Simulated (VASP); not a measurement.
ZrB2, 3 atoms in the cell. Symmetry: P6/mmm, No. 191, hexagonal system. The conventional cell has a = 3.170 Å, b = 3.170 Å, c = 3.533 Å, α = 90.00°, β = 90.00°, γ = 120.00°. Within 3.4 Å of Zr (site symmetry 6/mmm) lie 12 B at 2.54 Å and 6 Zr at 3.17 Å. B (site symmetry -6m2) has 3 B at 1.83 Å within 2.4 Å. 

| Property | Result |
| --- | --- |
| Program | VASP 6.6.1 |
| Task | electric field gradients |
| Functional | r2SCAN |
| Potentials or basis | VASP PAW PBE potentials, release 64 (Zr_sv, B) |
| Cutoff | 520 eV |
| k mesh | 17 × 17 × 13 |
| Occupations | fermi-dirac, width 0.05 eV |
| Spin | no spin polarisation |
| Dipole correction | no |
| Further INCAR settings | ALGO = Normal; EDIFF = 1e-08; NBANDS = 16 |

Potentials or basis: VASP PAW PBE potentials, release 64 (Zr_sv, B).

Command:

```sh
$ cat potpaw_PBE.64/Zr_sv/POTCAR potpaw_PBE.64/B/POTCAR > POTCAR
$ cp INCAR.step1 INCAR
$ mpirun -np 1 vasp_std > vasp.out
$ cp INCAR.step2 INCAR
$ mpirun -np 1 vasp_std > vasp.out
```

Hardware: 1 thread of Intel(R) Xeon(R) 6975P-C (Granite Rapids), on a shared host.

**Question.** How long does it take, and how much memory?

**Answer.** Run time: 2.8 min on 1 thread of Intel(R) Xeon(R) 6975P-C (Granite Rapids), with other jobs on the host, peak memory 0.24 GiB. Counts: k points 231.
